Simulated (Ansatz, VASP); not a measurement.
LaTe4: VASP beside Ansatz

```xyz
5
Lattice="4.1269 2.3827 4.3455 -4.1269 2.3827 4.3455 0.0000 -4.7653 4.3455" Properties=species:S:1:pos:R:3 pbc="T T T"
La    0.0000    0.0000    0.9658
Te   -2.2741    1.3130    2.9409
Te    0.0000   -2.6259    2.9409
Te    2.2741    1.3130    2.9409
Te    0.0000    0.0000    4.1689
```

Alike in both runs: functional PBE; k mesh 6 × 6 × 6; occupations gaussian, width 0.1 eV; no spin polarisation.

Ansatz relaxed the structure, and its values are those at the end. VASP's run is a single point on that final structure, the one shown.

```csv
,VASP,Ansatz
version,VASP 6.6.1,Ansatz 0.2.0
potentials or method,"VASP PAW PBE potentials, release 64 (La, Te), cutoff 520 eV","scalar-relativistic, plane waves, PAW"
valence electrons in the cell,35,75
```

```tsv
	VASP	Ansatz	Ansatz less VASP
gap on the k mesh at the Fermi level (eV)	none	none	-
pressure (GPa)	0.0	0.0	+0.03
rms of the force components (eV/Å)	0.004	0.003	-0.0018
```

A gap of «none» marks a metal or a gap that the smearing closes. VASP's potentials hold 35 valence electrons a cell and Ansatz's 75, so a difference there can come from the potentials and not from the codes. Ansatz's warnings: xc potential rough in thin density.

Neither program's run includes spin-orbit coupling.
